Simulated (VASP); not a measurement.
Input of a VASP 6.6.1 run:

The input INCAR:

```
PREC = Accurate
ENCUT = 520
EDIFF = 1E-6
ISMEAR = 0
SIGMA = 0.1
LREAL = F
LASPH = T
NELM = 100
ALGO = Fast
ISIF = 2
LWAVE = F
LCHARG = T
GGA = PE
LELF = T
LVHAR = T
NBANDS = 25
```

The input KPOINTS:

```
Automatic mesh
0
Gamma
  12 12 12
```

File POSCAR:

```
Zr
1.0
    4.2991339095      0.0000000000      0.0000000000
    0.0000000000      4.2991339095      0.0000000000
    0.0000000000      0.0000000000      4.2991339095
Zr
3
Direct
    0.5000000000      0.0000000000      0.0000000000
    0.0000000000      0.5000000000      0.0000000000
    0.0000000000      0.0000000000      0.5000000000
```

Potentials or basis: VASP PAW PBE potentials, release 64 (Zr_sv).

The run is started by

```console
$ cat potpaw_PBE.64/Zr_sv/POTCAR > POTCAR
$ mpirun -np 1 vasp_std > vasp.out
```

(1) Estimate the pressure.

(2) What does it give for the band gap on the k mesh?

Answers

(1) 0.0 GPa.

(2) zero (bands 18 and 19 overlap by 2.40 eV).
